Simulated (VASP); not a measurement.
SnGeTe2:

```
CELL_PARAMETERS angstrom
4.37144 0.05464 0.00000
0.05464 4.37144 0.00000
0.00000 0.00000 6.18876
ATOMIC_POSITIONS crystal
Ge 0.00000 0.00000 0.00000
Te 0.00000 0.00000 0.50000
Te 0.50000 0.50000 0.00000
Sn 0.50000 0.50000 0.50000
```

This cell differs from its parent crystal: shear xy strain +2.5%.

Base run:

- Program: VASP 6.6.1
- Functional: r2SCAN
- Potentials or basis: VASP PAW PBE potentials, release 64 (Ge_d, Te, Sn_d)
- Cutoff: 520 eV
- k mesh: 6 × 6 × 4
- Occupations: fermi-dirac, width 0.02 eV
- Spin: no spin polarisation

Its results: band gap on the k mesh 0.06 eV, direct; pressure 0.0 GPa.

Q: The run is repeated on the same cell with these changes: functional from r2SCAN to PBE; further incar settings from ALGO = Normal; EDIFF = 1e-07; NBANDS = 28 to ALGO = Normal; EDIFF = 1e-06; NBANDS = 28. What comes out?

A: Band gap on the k mesh 0.04 eV, direct; pressure 0.9 GPa.

Caveats: spin-orbit coupling is left out, which moves the levels of the heavy elements; the PAW data sets were made with another functional, which shifts forces and pressure a little (some runs).

A k mesh can miss the band edges.
